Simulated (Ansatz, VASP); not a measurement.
# One calculation of CdS, two programs

```xyz
4
Lattice="4.0813 0.0000 0.0000 -2.0407 3.5345 0.0000 0.0000 0.0000 6.6307" Properties=species:S:1:pos:R:3 pbc="T T T"
Cd    0.0000    2.3563   -0.0064
Cd    2.0407    1.1782    3.3090
S     0.0000    2.3563    2.4929
S     2.0407    1.1782    5.8082
```

Change from the starting cell: hydrostatic strain -2.0%.

Alike in both runs: task single point; functional r2SCAN; k mesh 12 × 12 × 4; no spin polarisation.

|  | VASP | Ansatz |
| --- | --- | --- |
| version | VASP 6.6.1 | Ansatz 0.2.0 |
| potentials or method | VASP PAW PBE potentials, release 64 (Cd_sv_GW, S) | plane waves, PAW |
| plane-wave cutoff (eV) | 700 | 500 |
| occupations | gaussian, width 0.01 eV | fixed |
| valence electrons in the cell | 52 | 52 |

Ansatz gave:

```
gap on the k mesh at the Fermi level (eV) : 1.78
pressure (GPa)                            : 4.2
```

Question: Estimate VASP's values.

Answer: gap on the k mesh at the Fermi level (eV): 1.78; pressure (GPa): 4.0.

VASP's potentials were made for PBE, not for r2SCAN.
